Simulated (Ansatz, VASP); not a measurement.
# Two plane-wave programs on CsSnI3

Contents of INCAR:

```
  ALGO = Normal
  EDIFF = 1E-6
  ENCUT = 520
  GGA = PE
  ISIF = 2
  ISMEAR = 0
  LASPH = True
  LCHARG = False
  LREAL = False
  LWAVE = False
  NBANDS = 30
  NELM = 60
  PREC = Accurate
  SIGMA = 0.01
```

Contents of KPOINTS:

```
k-points
0
Gamma
  4 4 4
```

POSCAR

```
CsSnI3
1.0
    6.1695175952      0.0000000000      0.0000000000
    0.0000000000      6.1695175952      0.0000000000
    0.0000000000      0.0000000000      6.1695175952
Cs Sn I
1 1 3
Direct
    0.0000000000      0.0000000000      0.0000000000
    0.5000000000      0.5000000000      0.5000000000
    0.5000000000      0.5000000000      0.0000000000
    0.5000000000      0.0000000000      0.5000000000
    0.0000000000      0.5000000000      0.5000000000
```

Input for Ansatz:

```yaml
crystal:
  lattice:
    - [6.1695175952, 0.0, 0.0]
    - [0.0, 6.1695175952, 0.0]
    - [0.0, 0.0, 6.1695175952]
  atoms:
    - { symbol: Cs, position: [0.0, 0.0, 0.0] }
    - { symbol: Sn, position: [0.5, 0.5, 0.5] }
    - { symbol: I, position: [0.5, 0.5, 0.0] }
    - { symbol: I, position: [0.5, 0.0, 0.5] }
    - { symbol: I, position: [0.0, 0.5, 0.5] }
kpoints:
  mp_grid: { grid: [4, 4, 4] }
hamiltonian:
  xc: pbe
scf:
  occupations: { method: fixed }
  n_extra_bands: 5
output:
  forces: true
  stress: true
  eigenvalues: true
```

Alike in both runs: task single point; functional PBE; k mesh 4 × 4 × 4; no spin polarisation.

|  | VASP | Ansatz |
| --- | --- | --- |
| version | VASP 6.6.1 | Ansatz 0.2.0 |
| potentials or method | VASP PAW PBE potentials, release 64 (Cs_sv, Sn_d, I) | plane waves, PAW |
| plane-wave cutoff (eV) | 520 | 420 |
| occupations | gaussian, width 0.01 eV | fixed |
| valence electrons in the cell | 44 | 74 |

|  | VASP | Ansatz | Ansatz less VASP |
| --- | --- | --- | --- |
| gap on the k mesh at the Fermi level (eV) | 0.22 | 0.23 | +0.006 |
| pressure (GPa) | 1.2 | 1.2 | +0.01 |

VASP's potentials hold 44 valence electrons a cell and Ansatz's 74, so a difference there can come from the potentials and not from the codes.

Neither program's run includes spin-orbit coupling.
